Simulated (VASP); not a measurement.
Set up this calculation in VASP 6.6.1, as the native input.

| Item | Value |
| --- | --- |
| Task | density of states |
| Functional | PBE |
| Potentials or basis | VASP PAW PBE potentials, release 64 (In_d) |
| Cutoff | 520 eV |
| k mesh | 16 × 16 × 16 |
| Occupations | fermi-dirac, width 0.1 eV |
| Spin | no spin polarisation |
| Dipole correction | no |
| k mesh for the DOS | 24 × 24 × 24 |
| Occupations for the DOS | tetrahedron |
| Further INCAR settings | ALGO = Normal; EDIFF = 1e-06 |

In:

```
In
1.0
    -1.40684    1.40684    1.40684
     1.40684   -1.40684    1.40684
     1.40684    1.40684   -1.40684
In
1
Direct
  0.00000 0.00000 0.00000
```

This cell differs from its parent crystal: volume scaled by 0.4.

These files were run (other wordings do the same):

POSCAR

```
In
1.0
   -1.4068436755      1.4068436755      1.4068436755
    1.4068436755     -1.4068436755      1.4068436755
    1.4068436755      1.4068436755     -1.4068436755
In
1
Direct
    0.0000000000      0.0000000000      0.0000000000
```

INCAR.step1

```
SYSTEM = In
ALGO = Normal
EDIFF = 1E-6
ENCUT = 520
GGA = PE
ISIF = 2
ISMEAR = -1
LASPH = .TRUE.
LCHARG = .TRUE.
LREAL = .FALSE.
LWAVE = .FALSE.
NBANDS = 12
NELM = 80
PREC = Accurate
SIGMA = 0.1
```

KPOINTS.step1

```
k-points
0
G
  16 16 16
  0 0 0
```

INCAR.step2

```
SYSTEM = In
ALGO = Normal
EDIFF = 1E-6
ENCUT = 520
GGA = PE
ICHARG = 11
ISIF = 2
ISMEAR = -5
LASPH = .TRUE.
LCHARG = .FALSE.
LORBIT = 11
LREAL = .FALSE.
LWAVE = .FALSE.
NEDOS = 2001
NELM = 80
PREC = Accurate
SIGMA = 0.1
```

KPOINTS.step2

```
k-points
0
G
  24 24 24
  0 0 0
```

Potentials or basis: VASP PAW PBE potentials, release 64 (In_d).

Launch:

```console
$ cat potpaw_PBE.64/In_d/POTCAR > POTCAR
$ cp INCAR.step1 INCAR
$ cp KPOINTS.step1 KPOINTS
$ mpirun -np 1 vasp_std > vasp.out
$ cp INCAR.step2 INCAR
$ cp KPOINTS.step2 KPOINTS
$ mpirun -np 1 vasp_std > vasp.out
```

Results of the run:

The valence electrons inside the program's atomic spheres are In 12.92.

Caveat: spin-orbit coupling is left out, which moves the levels of the heavy elements.

Wall time 94 s on 1 thread of Intel Xeon 8259CL (shared host), peak memory 0.19 GiB.
